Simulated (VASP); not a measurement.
Here is a VASP 6.6.1 calculation.

The input POSCAR:

```
Bi
1.0
    2.2611931416      1.3055004690      4.0217690833
   -2.2611931416      1.3055004690      4.0217690833
    0.0000000000     -2.6110009380      4.0217690834
Bi
2
Direct
    0.2327530117      0.2327530117      0.2327530117
    0.7672469883      0.7672469883      0.7672469883
```

INCAR.step1

```
SYSTEM = Bi
PREC = Accurate ; ENCUT = 520
ISMEAR = -1 ; SIGMA = 0.02
LREAL = .False. ; LASPH = .True.
NELM = 80 ; NBANDS = 22
GGA = PE ; ALGO = Normal
EDIFF = 1E-4 ; LWAVE = .True.
LCHARG = .False.
```

Contents of INCAR.step2:

```
SYSTEM = Bi
PREC = Accurate ; ENCUT = 520
EDIFF = 1E-6 ; ISMEAR = -1
SIGMA = 0.02 ; LREAL = .False.
LASPH = .True. ; NELM = 80
ALGO = Normal ; ISIF = 2
LWAVE = .False. ; LCHARG = .False.
METAGGA = R2SCAN ; LMIXTAU = .True.
NBANDS = 22 ; ISTART = 1
```

Contents of KPOINTS:

```
Automatic mesh
0
Gamma
  8 8 8
  0 0 0
```

Potentials or basis: VASP PAW PBE potentials, release 64 (Bi_d).

Run with:

```console
$ cat potpaw_PBE.64/Bi_d/POTCAR > POTCAR
$ cp INCAR.step1 INCAR
$ mpirun -np 1 vasp_std > vasp.out
$ cp INCAR.step2 INCAR
$ mpirun -np 1 vasp_std > vasp.out
```

**Question.** Estimate the pressure.

**Answer.** 0.9 GPa.

**Question.** Predict the largest force.

**Answer.** 0.047 eV/Å.

Stress tensor (GPa, compression positive):
```
0.89 0.00 0.00
0.00 0.89 0.00
0.00 0.00 0.97
```

Caveat: the PAW data sets were made with another functional, which shifts forces and pressure a little.
